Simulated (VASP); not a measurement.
# RbBr in VASP: notebook

Runs on RbBr. Level: PBE. Tasks: single point.

Program: VASP 6.6.1. These are calculated values, not measurements. Logs are shortened: lines on timing, memory, paths and dates and some standing lists are left out, and cuts for length are marked.

**1. The cell of the first run**

The cell holds a sheet with vacuum, 2 atoms: a = 4.847 Å, b = 6.855 Å, c = 14.000 Å, α = 90.00°, β = 90.00°, γ = 90.00°.

**2. Single point, PBE**

The input, INCAR:

```
PREC = Accurate ; ENCUT = 520
EDIFF = 1E-6 ; ISMEAR = 0
SIGMA = 0.1 ; LREAL = False
LASPH = True ; NELM = 60
ALGO = Normal ; ISIF = 2
LWAVE = False ; LCHARG = False
LDIPOL = True ; IDIPOL = 3
DIPOL = 0.5 0.5 0.500 ; GGA = PE
NBANDS = 15
```

The input, KPOINTS:

```
regular mesh
0
Gamma
  4 4 1
```

The input, POSCAR:

```
RbBr
1.0
    4.8472170000      0.0000000000      0.0000000000
    0.0000000000      6.8550000000      0.0000000000
    0.0000000000      0.0000000000     14.0000000000
Rb Br
1 1
Direct
    0.0000000000      0.0000000000      0.5000000000
    0.0000000000      0.5000000000      0.5000000000
```

Potentials or basis: VASP PAW PBE potentials, release 64 (Rb_sv, Br).

On the command line:

```
> cat potpaw_PBE.64/Rb_sv/POTCAR potpaw_PBE.64/Br/POTCAR > POTCAR
> mpirun -np 1 vasp_std > vasp.out
```

OUTCAR:

```text
PREC = Accurate
   ENCUT = 520
   EDIFF = 1E-6
   ISMEAR = 0
   LREAL = False
   LASPH = True
   NELM = 60
   ISIF = 2
   GGA = PE

 ion  position               nearest neighbor table
   1  0.000  0.000  0.500-   2 3.43   2 3.43
   2  0.000  0.500  0.500-   1 3.43   1 3.43

  LATTYP: Found a simple orthorhombic cell.
 ALAT       =     4.8472170000
 B/A-ratio  =     1.4142135580
 C/A-ratio  =     2.8882552607

  Lattice vectors:

 A1 = (   4.8472170000,   0.0000000000,   0.0000000000)
 A2 = (   0.0000000000,   6.8550000000,   0.0000000000)
 A3 = (   0.0000000000,   0.0000000000,  14.0000000000)

Analysis of symmetry for initial positions (statically):
=====================================================================
 Subroutine PRICEL returns:
 Original cell was already a primitive cell.

 Routine SETGRP: Setting up the symmetry group for a
 simple orthorhombic supercell.

 Subroutine GETGRP returns: Found  8 space group operations
 (whereof  8 operations were pure point group operations)
 out of a pool of  8 trial point group operations.

The static configuration has the point symmetry D_2h.

Analysis of symmetry for dynamics (positions and initial velocities):
=====================================================================
 Subroutine PRICEL returns:
 Original cell was already a primitive cell.

 Routine SETGRP: Setting up the symmetry group for a
 simple orthorhombic supercell.

 Subroutine GETGRP returns: Found  8 space group operations
 (whereof  8 operations were pure point group operations)
 out of a pool of  8 trial point group operations.

The dynamic configuration has the point symmetry D_2h.

 Subroutine INISYM returns: Found  8 space group operations
 (whereof  8 operations are pure point group operations),
 and found     1 'primitive' translations

----------------------------------------------------------------------------------------

                                     Primitive cell

  volume of cell :     465.1874

  direct lattice vectors                    reciprocal lattice vectors
     4.847217000  0.000000000  0.000000000     0.206303947  0.000000000  0.000000000
     0.000000000  6.855000000  0.000000000     0.000000000  0.145878920  0.000000000
     0.000000000  0.000000000 14.000000000     0.000000000  0.000000000  0.071428571

  length of vectors
     4.847217000  6.855000000 14.000000000     0.206303947  0.145878920  0.071428571

  position of ions in fractional coordinates (direct lattice)
     0.000000000  0.000000000  0.500000000
     0.000000000  0.500000000  0.500000000

  ion indices of the primitive-cell ions
[... 78 lines left out ...]
     AMIX     =   0.40;   BMIX     =  1.00
     AMIX_MAG =   1.60;   BMIX_MAG =  1.00
  volume/ion in A,a.u.               =     232.59      1569.62
  Fermi-wavevector in a.u.,A,eV,Ry     =   0.532401  1.006092  3.856582  0.283451
  Thomas-Fermi vector in A             =   1.555870
   LORBIT       =      0    0 simple, 1 ext, 2 COOP (PROOUT), +10 PAW based schemes
   GGA     = PE    functional components
   LHFCALC =     F    Hartree Fock is set to
   AEXX    =    0.0000 exact exchange contribution
   IVDW    =     0    specifies the selected vdW correction
   LEPSILON=     F    determine dielectric tensor
   LRPA    =     F    only Hartree local field effects (RPA)
 non-spin polarized calculation
 Gauss-broadening in eV      SIGMA  =   0.10
  energy-cutoff  :      520.00
  volume of cell :      465.19
 maximum number of plane-waves:     12564
   NGX = 19   NGY = 25   NGZ = 53

 dipolmoment           0.000000      0.000000     -0.000000 electrons x Angstroem

 number of electron      16.0000000 magnetization

 dipolmoment           0.000000      0.000000      0.000000 electrons x Angstroem

 Free energy of the ion-electron system (eV)
  ---------------------------------------------------
  ext. energy  EPLUGINS =         0.00000000
  ---------------------------------------------------
  free energy    TOTEN  =        -5.00900566 eV

  energy without entropy =       -5.00900566  energy(sigma->0) =       -5.00900566

 E-fermi :  -3.4746     XC(G=0):  -2.0385

 val. band max:       -3.9829467894   @ k =   0.0000   0.0000   0.0000
 cond. band min:      -1.4710193741   @ k =   0.0000   0.0000   0.0000
 fundamental gap:      2.5119274153
 Fermi energy:        -3.4745896620

 k-point     1 :       0.0000    0.0000    0.0000
  band No.  band energies     occupation
      1     -31.0667      2.00000
      2     -16.1657      2.00000
      3     -15.2165      2.00000
      4     -15.2086      2.00000
      5     -14.9752      2.00000
      6      -4.5800      2.00000
      7      -4.3334      2.00000
      8      -3.9829      2.00000
      9      -1.4710      0.00000
     10       0.3726      0.00000
     11       0.5488      0.00000
     12       1.5266      0.00000
     13       1.6290      0.00000
     14       2.3154      0.00000
[... 131 lines left out ...]
      2     -16.2403      2.00000
      3     -15.2835      2.00000
      4     -15.2018      2.00000
      5     -14.8260      2.00000
      6      -4.8924      2.00000
      7      -4.4875      2.00000
      8      -4.2786      2.00000
      9       0.5790      0.00000
     10       0.8874      0.00000
     11       0.9583      0.00000
     12       1.8203      0.00000
     13       2.0117      0.00000
     14       2.3617      0.00000
     15       2.5643      0.00000

------------------------ aborting loop because EDIFF is reached ----------------------------------------

 vacuum level on the upper side and lower side of the slab       (xc-potential included)        -0.065        -0.065

  FORCE on cell =-STRESS in cart. coord.  units (eV):
  Direction    XX          YY          ZZ          XY          YZ          ZX
  --------------------------------------------------------------------------------------
  -------------------------------------------------------------------------------------
  Total        0.8220866     -3.2184735     -0.0013529      0.0000000      0.0000000      0.0000000
  in kB        2.8313932    -11.0849199     -0.0046595      0.0000000      0.0000000      0.0000000
  external PRESSURE =      -2.7527287 kB  Pullay stress =       0.0000000 kB

 VOLUME and BASIS-vectors are now :
 -----------------------------------------------------------------------------
  energy-cutoff  :      520.00
  volume of cell :      465.19
      direct lattice vectors                 reciprocal lattice vectors
     4.847217000  0.000000000  0.000000000     0.206303947  0.000000000  0.000000000
     0.000000000  6.855000000  0.000000000     0.000000000  0.145878920  0.000000000
     0.000000000  0.000000000 14.000000000     0.000000000  0.000000000  0.071428571

 POSITION                                       TOTAL-FORCE (eV/Angst)
 -----------------------------------------------------------------------------------
      0.00000      0.00000      7.00000         0.000000      0.000000      0.000000
      0.00000      3.42750      7.00000         0.000000      0.000000      0.000000
 -----------------------------------------------------------------------------------
    total drift:                                0.000000      0.000000      0.000000

  FREE ENERGIE OF THE ION-ELECTRON SYSTEM (eV)
  ---------------------------------------------------
  free  energy   TOTEN  =        -5.0090056601 eV

  energy  without entropy=       -5.0090056601  energy(sigma->0) =       -5.00900566

 vacuum level on the upper side and lower side of the slab         0.683         0.683
```

Wall time 61 s (1 thread of Intel Xeon Platinum 8488C (Sapphire Rapids), shared host); peak memory 0.5 GiB.

Results:

| Property | Result |
| --- | --- |
| Free energy | -5.0090 eV |
| Band gap on the k mesh | 2.51 eV, direct |

**3. Single point, PBE**

The input, INCAR:

```
SYSTEM = RbBr
PREC = Accurate
ENCUT = 520
EDIFF = 1E-6
ISMEAR = 0
SIGMA = 0.1
LREAL = .FALSE.
LASPH = .TRUE.
NELM = 100
ALGO = Normal
ISIF = 2
LWAVE = .FALSE.
LCHARG = .FALSE.
LDIPOL = .TRUE.
IDIPOL = 3
DIPOL = 0.5 0.5 0.500
GGA = PE
NBANDS = 15
```

The input, KPOINTS:

```
Automatic mesh
0
G
  4 4 1
  0 0 0
```

POSCAR is that of step 2.

Potentials or basis: VASP PAW PBE potentials, release 64 (Rb_sv, Br).

On the command line:

```
> cat potpaw_PBE.64/Rb_sv/POTCAR potpaw_PBE.64/Br/POTCAR > POTCAR
> mpirun -np 1 vasp_std > vasp.out
```

It took 56 s on 1 thread of Intel Xeon Platinum 8488C (Sapphire Rapids), shared host; peak memory 0.5 GiB.

The run converged. Its results:

```yaml
Free_energy: -5.0090 eV
Band_gap_on_the_k_mesh: 2.51 eV, direct
```

Levels at points of the mesh, in eV from the valence-band top:
```tsv
k point	band 5	band 6	band 7	band 8	band 9	band 10	band 11	band 12
(0.00, 0.00, 0.00)	-10.99	-0.60	-0.35	0.00	2.51	4.36	4.53	5.51
(0.50, 0.00, 0.00)	-10.99	-0.53	-0.48	-0.27	4.37	4.73	4.75	5.20
(0.00, 0.50, 0.00)	-10.85	-1.01	-0.38	-0.03	2.99	4.55	4.67	5.04
(0.50, 0.50, 0.00)	-10.84	-0.91	-0.50	-0.30	4.56	4.87	4.94	5.80
```
